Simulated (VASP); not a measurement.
# ZnO (P6_3mc) in VASP: phonons with r2SCAN

Aim: the phonons of ZnO with r2SCAN.

All numbers are computed with VASP 6.6.1; they aren't measurements. Logs are shortened: lines on timing, memory, paths and dates and some standing lists are left out, and cuts for length are marked.

## (1) The cell of the first run

Symmetry: P6_3mc, No. 186, hexagonal system. Conventional cell: a = 3.235 Å, b = 3.235 Å, c = 5.211 Å, α = 90.00°, β = 90.00°, γ = 120.00°. Within 2.6 Å of Zn (site symmetry 3m) lie 4 O at 1.97 to 1.98 Å. Within 2.6 Å of O (site symmetry 3m) lie 4 Zn at 1.97 to 1.98 Å.

## (2) Phonons, r2SCAN

INCAR reads:

```
PREC = Accurate
ENCUT = 520
EDIFF = 1E-8
ISMEAR = 0
SIGMA = 0.01
LREAL = F
LASPH = T
NELM = 100
ALGO = Normal
ISIF = 2
LWAVE = F
LCHARG = F
METAGGA = R2SCAN
LMIXTAU = T
IBRION = 6
NFREE = 2
POTIM = 0.015
NSW = 1
```

KPOINTS reads:

```
Automatic mesh
0
Gamma
  8 8 4
```

POSCAR reads:

```
ZnO
1.0
    3.2351975649      0.0000000000      0.0000000000
   -1.6175987824      2.8017632775      0.0000000000
    0.0000000000      0.0000000000      5.2114228335
Zn O
2 2
Direct
    0.3333333333      0.6666666667      0.4996923814
    0.6666666667      0.3333333333     -0.0003076186
    0.6666666667      0.3333333333      0.3793176186
    0.3333333333      0.6666666667      0.8793176186
```

Potentials or basis: VASP PAW PBE potentials, release 64 (Zn, O).

On the command line:

```sh
cat potpaw_PBE.64/Zn/POTCAR potpaw_PBE.64/O/POTCAR > POTCAR
mpirun -np 1 vasp_std > vasp.out
```

OUTCAR:

```text
PREC = Accurate
   ENCUT = 520
   EDIFF = 1E-8
   ISMEAR = 0
   LREAL = F
   LASPH = T
   NELM = 100
   ISIF = 2
   METAGGA = R2SCAN
   IBRION = 6
   NFREE = 2
   POTIM = 0.015
   NSW = 1

 ion  position               nearest neighbor table
   1  0.333  0.667  0.500-   3 1.97   3 1.97   3 1.97   4 1.98
   2  0.667  0.333  1.000-   4 1.97   4 1.97   4 1.97   3 1.98
   3  0.667  0.333  0.379-   1 1.97   1 1.97   1 1.97   2 1.98
   4  0.333  0.667  0.879-   2 1.97   2 1.97   2 1.97   1 1.98

  LATTYP: Found a hexagonal cell.
 ALAT       =     3.2351975649
 C/A-ratio  =     1.6108514948

  Lattice vectors:

 A1 = (   3.2351975649,   0.0000000000,   0.0000000000)
 A2 = (  -1.6175987824,   2.8017632775,   0.0000000000)
 A3 = (   0.0000000000,   0.0000000000,   5.2114228335)

Analysis of symmetry for initial positions (statically):
=====================================================================
 Subroutine PRICEL returns:
 Original cell was already a primitive cell.

 Routine SETGRP: Setting up the symmetry group for a
 hexagonal supercell.

 Subroutine GETGRP returns: Found 12 space group operations
 (whereof  6 operations were pure point group operations)
 out of a pool of 24 trial point group operations.

The static configuration has the point symmetry C_3v.
 The point group associated with its full space group is C_6v.

Analysis of symmetry for dynamics (positions and initial velocities):
=====================================================================
 Subroutine PRICEL returns:
 Original cell was already a primitive cell.

 Routine SETGRP: Setting up the symmetry group for a
 hexagonal supercell.

 Subroutine GETGRP returns: Found 12 space group operations
 (whereof  6 operations were pure point group operations)
 out of a pool of 24 trial point group operations.

The dynamic configuration has the point symmetry C_3v.
 The point group associated with its full space group is C_6v.

 Subroutine INISYM returns: Found 12 space group operations
 (whereof  6 operations are pure point group operations),
 and found     1 'primitive' translations

----------------------------------------------------------------------------------------

                                     Primitive cell

  volume of cell :      47.2377

  direct lattice vectors                    reciprocal lattice vectors
     3.235197565  0.000000000  0.000000000     0.309100134  0.178459045  0.000000000
    -1.617598782  2.801763278  0.000000000     0.000000000  0.356918091  0.000000000
     0.000000000  0.000000000  5.211422834     0.000000000  0.000000000  0.191886176

  length of vectors
     3.235197565  3.235197565  5.211422834     0.356918091  0.356918091  0.191886176

  position of ions in fractional coordinates (direct lattice)
     0.333333333  0.666666667  0.499692381
     0.666666667  0.333333333  0.999692381
     0.666666667  0.333333333  0.379317619
     0.333333333  0.666666667  0.879317619

  ion indices of the primitive-cell ions
   primitive index   ion index
                 1           1
                 2           2
                 3           3
                 4           4

----------------------------------------------------------------------------------------

 KPOINTS: Automatic mesh

Automatic generation of k-mesh.
 Grid dimensions read from file:
 generate k-points for:    8    8    4

[... 56 lines left out ...]
   ICHARG =      2    charge: 1-file 2-atom 10-const
   ISPIN  =      1    spin polarized calculation?
   LNONCOLLINEAR =      F non collinear calculations
   LSORBIT =      F    spin-orbit coupling
   LASPH  =      T    aspherical Exc in radial PAW
   ENCUT  =  520.0 eV  38.22 Ry    6.18 a.u.   6.02  6.02  9.69*2*pi/ulx,y,z
   NELM   =    100;   NELMIN=  2; NELMDL= -5     # of ELM steps
   EDIFF  = 0.1E-07   stopping-criterion for ELM
   LREAL  =      F    real-space projection
   EDIFFG = 0.1E-06   stopping-criterion for IOM
   NSW    =     85    number of steps for IOM
   IBRION =      6    ionic relax: 0-MD 1-quasi-New 2-CG
   NFREE  =      2    steps in history (QN), initial steepest desc. (CG)
   ISIF   =      2    stress and relaxation
   ISYM   =      2    0-nonsym 1-usesym 2-fastsym
   POTIM  = 0.0150    time-step for ionic-motion
   TEBEG  =    0.0;   TEEND  =   0.0 temperature during run
   PSTRESS=    0.0 pullay stress
   NELECT =      36.0000    total number of electrons
   NUPDOWN=      -1.0000    fix difference up-down
   EMIN   =  10.00;   EMAX   =-10.00  energy-range for DOS
   EFERMI =   0.00;   METHOD = LEGACY
   ISMEAR =     0;   SIGMA  =   0.01  broadening in eV -4-tet -1-fermi 0-gaus
   EFERMI_NEDOS =   21; number of points for ismear=-14 and -15
   IALGO  =     38    algorithm
   IMIX   =      4    mixing-type and parameters
     AMIX     =   0.40;   BMIX     =  1.00
     AMIX_MAG =   1.60;   BMIX_MAG =  1.00
  volume/ion in A,a.u.               =      11.81        79.69
  Fermi-wavevector in a.u.,A,eV,Ry     =   1.495361  2.825823 30.424062  2.236106
  Thomas-Fermi vector in A             =   2.607516
   LORBIT       =      0    0 simple, 1 ext, 2 COOP (PROOUT), +10 PAW based schemes
   METAGGA = R2SCAN    functional components
   LHFCALC =     F    Hartree Fock is set to
   AEXX    =    0.0000 exact exchange contribution
   IVDW    =     0    specifies the selected vdW correction
   LEPSILON=     F    determine dielectric tensor
   LRPA    =     F    only Hartree local field effects (RPA)
 finite differences with symmetry
 non-spin polarized calculation
 Gauss-broadening in eV      SIGMA  =   0.01
  energy-cutoff  :      520.00
  volume of cell :       47.24
 maximum number of plane-waves:      1290
   NGX = 13   NGY = 13   NGZ = 19

--------------------------------------- Ionic step        1  -------------------------------------------

 number of electron      36.0000015 magnetization

 Free energy of the ion-electron system (eV)
  ---------------------------------------------------
  ext. energy  EPLUGINS =         0.00000000
  ---------------------------------------------------
  free energy    TOTEN  =       -36.31705713 eV

  energy without entropy =      -36.31705713  energy(sigma->0) =      -36.31705713

------------------------ aborting loop because EDIFF is reached ----------------------------------------

  FORCE on cell =-STRESS in cart. coord.  units (eV):
  Direction    XX          YY          ZZ          XY          YZ          ZX
  --------------------------------------------------------------------------------------
  -------------------------------------------------------------------------------------
  Total        0.2912105      0.2912105      0.3252970      0.0000000      0.0000000      0.0000000
  in kB        9.8770913      9.8770913     11.0332162      0.0000000      0.0000000      0.0000000
  external PRESSURE =      10.2624663 kB  Pullay stress =       0.0000000 kB
[... 291 lines left out ...]
--------------------------------------- Ionic step        9  -------------------------------------------

 number of electron      36.0000016 magnetization

 Free energy of the ion-electron system (eV)
  ---------------------------------------------------
  ext. energy  EPLUGINS =         0.00000000
  ---------------------------------------------------
  free energy    TOTEN  =       -36.31576206 eV

  energy without entropy =      -36.31576206  energy(sigma->0) =      -36.31576206

 E-fermi :   1.0153     XC(G=0): -11.7064

 val. band max:        0.9166515251   @ k =   0.0000   0.0000   0.0000
 cond. band min:       2.1519521596   @ k =   0.0000   0.0000   0.0000
 fundamental gap:      1.2353006345
 Fermi energy:         1.0153111707

 k-point     1 :       0.0000    0.0000    0.0000
  band No.  band energies     occupation
      1     -18.2267      2.00000
      2     -17.5292      2.00000
      3      -4.9325      2.00000
      4      -4.9324      2.00000
      5      -4.9054      2.00000
      6      -4.8388      2.00000
[... 589 lines left out ...]
     21      10.3225      0.00000
     22      10.4009      0.00000

 [... further k-points ...]
[... 5 lines left out ...]
  --------------------------------------------------------------------------------------
  -------------------------------------------------------------------------------------
  Total        0.2206036      0.2206036      0.4736068      0.0000000      0.0000000      0.0000000
  in kB        7.4822904      7.4822904     16.0634931      0.0000000      0.0000000      0.0000000
  external PRESSURE =      10.3426913 kB  Pullay stress =       0.0000000 kB
[... 19 lines left out ...]
  FREE ENERGIE OF THE ION-ELECTRON SYSTEM (eV)
  ---------------------------------------------------
  free  energy   TOTEN  =       -36.3157620566 eV

  energy  without entropy=      -36.3157620566  energy(sigma->0) =      -36.31576206

 INTERNAL STRAIN TENSORS FROM DISPLACED ATOMS
 ============================================

 INTERNAL STRAIN TENSOR FOR ION    1 for displacements in x,y,z  (eV/Angst):
          X           Y           Z          XY          YZ          ZX
  --------------------------------------------------------------------------------
  x    -0.00000     0.00000     0.00000    -8.66643    -0.00000    -5.20511
  y    -8.66643     8.66643    -0.00000     0.00000    -5.20665    -0.00000
  z    -5.17228    -5.17228     9.12359    -0.00000    -0.00000    -0.00000

 INTERNAL STRAIN TENSOR FOR ION    4 for displacements in x,y,z  (eV/Angst):
          X           Y           Z          XY          YZ          ZX
  --------------------------------------------------------------------------------
  x    -0.00000     0.00000     0.00000    -8.67284     0.00000     4.83233
  y    -8.67284     8.67284    -0.00000     0.00000     4.83386     0.00000
  z     4.76593     4.76593    -9.39725     0.00000    -0.00000    -0.00000

 Eigenvectors and eigenvalues of the dynamical matrix
 ----------------------------------------------------

   1 f  =   16.528027 THz   103.848657 2PiTHz  551.315638 cm-1    68.354397 meV
             X         Y         Z           dx          dy          dz
     -0.000000  1.867842  2.604108    -0.000000    0.000000   -0.081150
      1.617599  0.933921  5.209820     0.000000   -0.000000    0.081150
      1.617599  0.933921  1.976784     0.000000   -0.000000   -0.702435
     -0.000000  1.867842  4.582496    -0.000000    0.000000    0.702435
[... 71 lines left out ...]
  12 f/i=    0.182052 THz     1.143866 2PiTHz    6.072597 cm-1     0.752906 meV
             X         Y         Z           dx          dy          dz
     -0.000000  1.867842  2.604108    -0.000000   -0.000000   -0.628774
      1.617599  0.933921  5.209820    -0.000000   -0.000000   -0.628774
      1.617599  0.933921  1.976784    -0.000000   -0.000000   -0.323486
     -0.000000  1.867842  4.582496    -0.000000   -0.000000   -0.323486

 ELASTIC MODULI CONTR FROM IONIC RELAXATION (kBar)
 Direction    XX          YY          ZZ          XY          YZ          ZX
 --------------------------------------------------------------------------------
 XX        -875.7957    407.1538    436.2090     -0.0000     -0.0000      0.0000
 YY         407.1538   -875.7957    436.2090     -0.0000      0.0000     -0.0000
 ZZ         436.2090    436.2090   -812.0414      0.0000     -0.0000     -0.0000
 XY          -0.0000     -0.0000      0.0000   -641.4748     -0.0000     -0.0000
 YZ          -0.0000      0.0000     -0.0000     -0.0000   -223.7228     -0.0000
 ZX           0.0000     -0.0000     -0.0000     -0.0000     -0.0000   -223.5858
 --------------------------------------------------------------------------------
```

Run time: 19 min. Hardware: 1 thread of Intel Xeon Platinum 8488C (Sapphire Rapids), shared host; peak memory 0.34 GiB.

What came out:

- Highest phonon frequency at Γ, LO-TO splitting left out: 551 cm⁻¹

Phonon frequencies in cm⁻¹ (negative: imaginary):
| q point | frequencies |
| --- | --- |
| (0.000, 0.000, 0.000) | -6 -2 -2 87 87 272 384 404 404 439 439 551 |

Caveat: the cell stands under pressure or tension, which shifts response properties; the PAW data sets were made with another functional, which shifts forces and pressure a little.
